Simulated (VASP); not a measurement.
# B5C2 (R-3m) in VASP: further runs

Runs on B5C2. Level: PBE. Tasks: single point.

All numbers are computed with VASP 6.6.1; they aren't measurements. Logs are shortened: lines on timing, memory, paths and dates and some standing lists are left out, and cuts for length are marked.

**1. The cell of the first run**

Symmetry: R-3m, No. 166, trigonal system. The conventional cell has a = 5.021 Å, b = 5.021 Å, c = 6.987 Å, α = 90.00°, β = 90.00°, γ = 120.00°. Within 2.2 Å of B (site symmetry 2/m) lie 2 C at 1.65 Å and 2 B at 1.86 Å. B (site symmetry -3m) has 2 C at 1.54 Å within 2.0 Å. Within 2.5 Å of B (site symmetry -3m) lie 6 B at 1.86 Å and 2 C at 1.96 Å. C (site symmetry 3m) has 5 B at 1.54 to 1.96 Å within 2.0 Å.

The cell was built from a structure type or drawn by symmetry, and may not be a known phase.

**2. Single point, PBE**

File INCAR:

```
PREC = Accurate
ENCUT = 600
EDIFF = 1E-6
ISMEAR = 0
SIGMA = 0.2
LREAL = False
LASPH = True
NELM = 120
ALGO = Normal
ISIF = 2
LWAVE = False
LCHARG = False
GGA = PE
NBANDS = 20
GGA_COMPAT = False
```

File KPOINTS:

```
Automatic mesh
0
Gamma
  4 4 4
```

File POSCAR:

```
B5C2
1.0
    2.5106107247      1.4495017789      2.3289037944
   -2.5106107247      1.4495017789      2.3289037944
    0.0000000000     -2.8990035543      2.3289037966
B C
5 2
Direct
    0.0000000000      0.0000000000      0.5000000000
    0.5000000000      0.0000000000      0.0000000000
    0.0000000000      0.5000000000      0.0000000000
    0.5000000000      0.5000000000      0.5000000000
    0.0000000000      0.0000000000      0.0000000000
    0.2802750989      0.2802750989      0.2802750989
    0.7197249011      0.7197249011      0.7197249011
```

Potentials or basis: VASP PAW PBE potentials, release 64 (B, C).

Run with:

```
> cat potpaw_PBE.64/B/POTCAR potpaw_PBE.64/C/POTCAR > POTCAR
> mpirun -np 1 vasp_std > vasp.out
```

OUTCAR:

```text
PREC = Accurate
   ENCUT = 600
   EDIFF = 1E-6
   ISMEAR = 0
   LREAL = False
   LASPH = True
   NELM = 120
   ISIF = 2
   GGA = PE

 ion  position               nearest neighbor table
   1  0.000  0.000  0.500-   6 1.65   7 1.65   5 1.86   5 1.86
   2  0.500  0.000  0.000-   6 1.65   7 1.65   5 1.86   5 1.86
   3  0.000  0.500  0.000-   6 1.65   7 1.65   5 1.86   5 1.86
   4  0.500  0.500  0.500-   6 1.54   7 1.54
   5  0.000  0.000  0.000-   2 1.86   3 1.86   3 1.86   2 1.86   1 1.86   1 1.86   7 1.96   6 1.96

   6  0.280  0.280  0.280-   4 1.54   1 1.65   3 1.65   2 1.65   5 1.96
   7  0.720  0.720  0.720-   4 1.54   1 1.65   3 1.65   2 1.65   5 1.96

  LATTYP: Found a trigonal (rhomboedric) cell.
 ALAT       =     3.7186038377
 COS(alpha) =     0.0883483366

  Lattice vectors:

 A1 = (   2.5106107247,   1.4495017789,   2.3289037944)
 A2 = (  -2.5106107247,   1.4495017789,   2.3289037944)
 A3 = (   0.0000000000,  -2.8990035543,   2.3289037966)

Analysis of symmetry for initial positions (statically):
=====================================================================
 Subroutine PRICEL returns:
 Original cell was already a primitive cell.

 Routine SETGRP: Setting up the symmetry group for a
 trigonal (rhombohedral) supercell.

 Subroutine GETGRP returns: Found 12 space group operations
 (whereof 12 operations were pure point group operations)
 out of a pool of 12 trial point group operations.

The static configuration has the point symmetry D_3d.

Analysis of symmetry for dynamics (positions and initial velocities):
=====================================================================
 Subroutine PRICEL returns:
 Original cell was already a primitive cell.

 Routine SETGRP: Setting up the symmetry group for a
 trigonal (rhombohedral) supercell.

 Subroutine GETGRP returns: Found 12 space group operations
 (whereof 12 operations were pure point group operations)
 out of a pool of 12 trial point group operations.

The dynamic configuration has the point symmetry D_3d.

 Subroutine INISYM returns: Found 12 space group operations
 (whereof 12 operations are pure point group operations),
 and found     1 'primitive' translations

----------------------------------------------------------------------------------------

                                     Primitive cell

  volume of cell :      50.8512

  direct lattice vectors                    reciprocal lattice vectors
     2.510610725  1.449501779  2.328903794     0.199154730  0.114982037  0.143128855
    -2.510610725  1.449501779  2.328903794    -0.199154730  0.114982037  0.143128855
     0.000000000 -2.899003554  2.328903797     0.000000000 -0.229964073  0.143128855

  length of vectors
     3.718603838  3.718603838  3.718603838     0.270867761  0.270867761  0.270867761

  position of ions in fractional coordinates (direct lattice)
     1.000000000  1.000000000  0.500000000
     0.500000000  0.000000000  1.000000000
     0.000000000  0.500000000  1.000000000
     0.500000000  0.500000000  0.500000000
     0.000000000  0.000000000  0.000000000
     0.280275099  0.280275099  0.280275099
     0.719724901  0.719724901  0.719724901

  ion indices of the primitive-cell ions
   primitive index   ion index
                 1           1
                 2           2
                 3           3
                 4           4
                 5           5
                 6           6
                 7           7

----------------------------------------------------------------------------------------

 KPOINTS: Automatic mesh

Automatic generation of k-mesh.
 Grid dimensions read from file:
 generate k-points for:    4    4    4

 Generating k-lattice:

  Cartesian coordinates                     Fractional coordinates (reciprocal lattice)
     0.049788682  0.028745509  0.035782214     0.250000000  0.000000000 -0.000000000
    -0.049788682  0.028745509  0.035782214     0.000000000  0.250000000 -0.000000000
     0.000000000 -0.057491018  0.035782214    -0.000000000 -0.000000000  0.250000000

  Length of vectors
     0.067716940  0.067716940  0.067716940

  Shift w.r.t. Gamma in fractional coordinates (k-lattice)
     0.000000000  0.000000000  0.000000000

 Subroutine IBZKPT returns following result:
 ===========================================

 Found     13 irreducible k-points:

 Following reciprocal coordinates:
            Coordinates               Weight
  0.000000  0.000000  0.000000      1.000000
  0.250000  0.000000  0.000000      6.000000
  0.500000  0.000000  0.000000      3.000000
  0.250000  0.250000  0.000000      6.000000
  0.500000  0.250000  0.000000     12.000000
 -0.250000  0.250000  0.000000      6.000000
  0.500000  0.500000  0.000000      3.000000
  0.250000  0.250000  0.250000      2.000000
  0.500000  0.250000  0.250000      6.000000
 -0.250000  0.250000  0.250000      6.000000
  0.500000  0.500000  0.250000      6.000000
 -0.250000  0.500000  0.250000      6.000000
  0.500000  0.500000  0.500000      1.000000
   k-points           NKPTS =     13   k-points in BZ     NKDIM =     13   number of bands    NBANDS=     20
   number of dos      NEDOS =    301   number of ions     NIONS =      7
   total plane-waves  NPLWV =  27000
   dimension x,y,z NGX =    30 NGY =   30 NGZ =   30
   dimension x,y,z NGXF=    60 NGYF=   60 NGZF=   60
   ions per type =               5   2
   NGX,Y,Z   is equivalent  to a cutoff of  13.41, 13.41, 13.41 a.u.
   NGXF,Y,Z  is equivalent  to a cutoff of  26.82, 26.82, 26.82 a.u.
 SYSTEM =  unknown system
   PREC   = accura    normal or accurate (medium, high low for compatibility)
   ISTART =      0    job   : 0-new  1-cont  2-samecut
   ICHARG =      2    charge: 1-file 2-atom 10-const
   ISPIN  =      1    spin polarized calculation?
   LNONCOLLINEAR =      F non collinear calculations
   LSORBIT =      F    spin-orbit coupling
   LASPH  =      T    aspherical Exc in radial PAW
   ENCUT  =  600.0 eV  44.10 Ry    6.64 a.u.   7.43  7.43  7.43*2*pi/ulx,y,z
   NELM   =    120;   NELMIN=  2; NELMDL= -5     # of ELM steps
   EDIFF  = 0.1E-05   stopping-criterion for ELM
   LREAL  =      F    real-space projection
   EDIFFG = 0.1E-04   stopping-criterion for IOM
   NSW    =      0    number of steps for IOM
   IBRION =     -1    ionic relax: 0-MD 1-quasi-New 2-CG
   NFREE  =      0    steps in history (QN), initial steepest desc. (CG)
   ISIF   =      2    stress and relaxation
   ISYM   =      2    0-nonsym 1-usesym 2-fastsym
   POTIM  = 0.5000    time-step for ionic-motion
   TEBEG  =    0.0;   TEEND  =   0.0 temperature during run
   PSTRESS=    0.0 pullay stress
   NELECT =      23.0000    total number of electrons
   NUPDOWN=      -1.0000    fix difference up-down
   EMIN   =  10.00;   EMAX   =-10.00  energy-range for DOS
   EFERMI =   0.00;   METHOD = LEGACY
   ISMEAR =     0;   SIGMA  =   0.20  broadening in eV -4-tet -1-fermi 0-gaus
   EFERMI_NEDOS =   21; number of points for ismear=-14 and -15
   IALGO  =     38    algorithm
   IMIX   =      4    mixing-type and parameters
     AMIX     =   0.40;   BMIX     =  1.00
     AMIX_MAG =   1.60;   BMIX_MAG =  1.00
  volume/ion in A,a.u.               =       7.26        49.02
  Fermi-wavevector in a.u.,A,eV,Ry     =   1.256658  2.374739 21.486178  1.579190
  Thomas-Fermi vector in A             =   2.390355
   LORBIT       =      0    0 simple, 1 ext, 2 COOP (PROOUT), +10 PAW based schemes
   GGA     = PE    functional components
   LHFCALC =     F    Hartree Fock is set to
   AEXX    =    0.0000 exact exchange contribution
   IVDW    =     0    specifies the selected vdW correction
   LEPSILON=     F    determine dielectric tensor
   LRPA    =     F    only Hartree local field effects (RPA)
 non-spin polarized calculation
 Gauss-broadening in eV      SIGMA  =   0.20
  energy-cutoff  :      600.00
  volume of cell :       50.85
 maximum number of plane-waves:      1713
 NGX is ok and might be reduce to    30
   NGX = 15   NGY = 15   NGZ = 15

 number of electron      23.0000000 magnetization

 Free energy of the ion-electron system (eV)
  ---------------------------------------------------
  ext. energy  EPLUGINS =         0.00000000
  ---------------------------------------------------
  free energy    TOTEN  =       -43.22282026 eV

  energy without entropy =      -43.17585150  energy(sigma->0) =      -43.19933588

 E-fermi :   6.9526     XC(G=0): -11.9044

 val. band max:        6.8718368310   @ k =   0.5000   0.2500   0.2500
 cond. band min:       6.9674276031   @ k =  -0.2500   0.5000   0.2500
 fundamental gap:      0.0955907720
 Fermi energy:         6.9525951371

 k-point     1 :       0.0000    0.0000    0.0000
  band No.  band energies     occupation
      1     -10.5030      2.00000
      2      -6.8252      2.00000
      3      -1.8211      2.00000
      4      -0.2795      2.00000
      5      -0.1656      2.00000
      6      -0.1656      2.00000
[... 12 lines left out ...]
     19      14.3474      0.00000
     20      14.3474      0.00000

 k-point     2 :       0.2500    0.0000    0.0000
  band No.  band energies     occupation
      1     -10.0383      2.00000
      2      -7.2916      2.00000
      3      -2.6581      2.00000
      4      -0.8981      2.00000
      5      -0.6756      2.00000
      6       0.1365      2.00000
[... 12 lines left out ...]
     19      14.6805      0.00000
     20      15.2404      0.00000
[... 212 lines left out ...]
      3      -3.6215      2.00000
      4      -3.6154      2.00000
      5      -1.6805      2.00000
      6      -1.5750      2.00000
[... 12 lines left out ...]
     19      15.3953      0.00000
     20      17.0592      0.00000

 k-point    13 :       0.5000    0.5000    0.5000
  band No.  band energies     occupation
      1      -7.4571      2.00000
      2      -7.2827      2.00000
      3      -4.1752      2.00000
      4      -3.0416      2.00000
      5      -2.0414      2.00000
      6      -2.0414      2.00000
[... 12 lines left out ...]
     19      13.7153      0.00000
     20      13.7948      0.00000

------------------------ aborting loop because EDIFF is reached ----------------------------------------

  FORCE on cell =-STRESS in cart. coord.  units (eV):
  Direction    XX          YY          ZZ          XY          YZ          ZX
  --------------------------------------------------------------------------------------
  -------------------------------------------------------------------------------------
  Total       -0.1111889     -0.1111889     -0.1218019      0.0000000     -0.0000000     -0.0000000
  in kB       -3.5032481     -3.5032481     -3.8376348      0.0000000     -0.0000000     -0.0000000
  external PRESSURE =      -3.6147103 kB  Pullay stress =       0.0000000 kB

 VOLUME and BASIS-vectors are now :
 -----------------------------------------------------------------------------
  energy-cutoff  :      600.00
  volume of cell :       50.85
      direct lattice vectors                 reciprocal lattice vectors
     2.510610725  1.449501779  2.328903794     0.199154730  0.114982037  0.143128855
    -2.510610725  1.449501779  2.328903794    -0.199154730  0.114982037  0.143128855
     0.000000000 -2.899003554  2.328903797     0.000000000 -0.229964073  0.143128855

 POSITION                                       TOTAL-FORCE (eV/Angst)
 -----------------------------------------------------------------------------------
      0.00000     -1.44950      1.16445         0.000000      0.000000      0.000000
      1.25531      0.72475      1.16445         0.000000      0.000000     -0.000000
     -1.25531      0.72475      1.16445        -0.000000      0.000000      0.000000
      0.00000      0.00000      3.49336        -0.000000      0.000000      0.000000
      0.00000      0.00000      0.00000         0.000000      0.000000      0.000000
      0.00000      0.00000      1.95820         0.000000      0.000000      0.019009
      0.00000      0.00000      5.02851         0.000000     -0.000000     -0.019009
 -----------------------------------------------------------------------------------
    total drift:                                0.000000      0.000000     -0.000000

  FREE ENERGIE OF THE ION-ELECTRON SYSTEM (eV)
  ---------------------------------------------------
  free  energy   TOTEN  =       -43.2228202576 eV

  energy  without entropy=      -43.1758515044  energy(sigma->0) =      -43.19933588
```

It took 14 s on 1 thread of Intel Xeon Platinum 8488C (Sapphire Rapids), shared host; peak memory 0.16 GiB.

Results:

* Free energy: -43.2228 eV
* Pressure: -0.4 GPa
* Largest force: 0.019 eV/Å
* Band gap on the k mesh: zero (an odd number of electrons rules out a gap without spin polarisation)

Forces in eV/Å, atoms in the order of the input:
```
B    0.000  0.000  0.000
B    0.000  0.000  0.000
B    0.000  0.000  0.000
B    0.000  0.000  0.000
B    0.000  0.000  0.000
C    0.000  0.000  0.019
C    0.000  0.000 -0.019
```

Levels at points of the mesh, in eV from the Fermi level:
```
           k point  band 7  band 8  band 9  band 10  band 11  band 12  band 13  band 14  band 15  band 16
(0.00, 0.00, 0.00)   -6.13   -6.13   -4.50    -4.50    -1.38     0.41     0.41     1.31     4.17     5.30
(0.50, 0.00, 0.00)   -6.05   -5.81   -4.70    -2.22    -1.63    -0.97     1.73     2.94     2.98     3.46
(0.50, 0.50, 0.00)   -5.40   -4.70   -4.52    -3.66    -0.44     0.09     1.26     3.51     3.90     3.97
(0.50, 0.50, 0.50)   -8.26   -8.26   -2.70     1.45     1.45     2.77     2.77     3.81     3.94     3.94
```

Caveat: the k points lie up to 0.43 Å⁻¹ apart, too coarse for converged energies and pressures of a metal.

**3. Single point, PBE**

This run uses another cell than the first one, of 8.50 Å³/atom.

File INCAR:

```
SYSTEM = B5C2
  ALGO = Normal
  EDIFF = 1E-6
  ENCUT = 600
  GGA = PE
  GGA_COMPAT = .False.
  ISIF = 2
  ISMEAR = 0
  LASPH = .True.
  LCHARG = .False.
  LREAL = .False.
  LWAVE = .False.
  NBANDS = 20
  NELM = 120
  PREC = Accurate
  SIGMA = 0.2
```

File KPOINTS:

```
k-points
0
Gamma
  4 4 4
  0 0 0
```

File POSCAR:

```
B5C2
1.0
    2.6114226958      1.5077055964      2.5172008428
   -2.6114226958      1.5077055964      2.5172008428
    0.0000000000     -3.0154111928      2.5172008428
B C
5 2
Direct
    0.3991587297      0.3991587297      0.3991587297
    0.6008412703      0.6008412703      0.6008412703
    0.0000000000      0.0000000000      0.5000000000
    0.5000000000      0.0000000000      0.0000000000
    0.0000000000      0.5000000000      0.0000000000
    0.1867016513      0.1867016513      0.1867016513
    0.8132983487      0.8132983487      0.8132983487
```

Potentials or basis: VASP PAW PBE potentials, release 64 (B, C).

Run with:

```
> cat potpaw_PBE.64/B/POTCAR potpaw_PBE.64/C/POTCAR > POTCAR
> mpirun -np 1 vasp_std > vasp.out
```

Wall time 18 s (1 thread of Intel Xeon Platinum 8488C (Sapphire Rapids), shared host); peak memory 0.17 GiB.

Results (log left out):

- Free energy: -45.2644 eV
- Pressure: -0.2 GPa
- Largest force: 0.031 eV/Å
- Band gap on the k mesh: zero (an odd number of electrons rules out a gap without spin polarisation)

Forces on the atoms (eV/Å):
```
B    0.000  0.000  0.031
B    0.000  0.000 -0.031
B    0.000  0.000  0.000
B    0.000  0.000  0.000
B    0.000  0.000  0.000
C    0.000  0.000 -0.008
C    0.000  0.000  0.008
```

Stress tensor (GPa, compression positive):
```
-0.11  0.00  0.00
 0.00 -0.11  0.00
 0.00  0.00 -0.41
```

Levels at points of the mesh, in eV from the Fermi level:
```tsv
k point	band 7	band 8	band 9	band 10	band 11	band 12	band 13	band 14	band 15	band 16
(0.00, 0.00, 0.00)	-6.70	-5.34	-5.29	-3.56	-3.56	1.95	1.95	3.02	3.02	3.80
(0.50, 0.00, 0.00)	-6.61	-6.32	-4.59	-2.25	-2.01	-0.24	2.05	2.25	2.90	3.39
(0.50, 0.50, 0.00)	-6.25	-6.23	-5.72	-1.91	-0.81	0.05	1.89	2.29	3.58	3.64
(0.50, 0.50, 0.50)	-8.23	-8.23	-3.45	-1.48	-1.48	3.36	3.36	4.47	5.42	5.93
```

Caveat: the k points lie up to 0.40 Å⁻¹ apart, too coarse for converged energies and pressures of a metal.
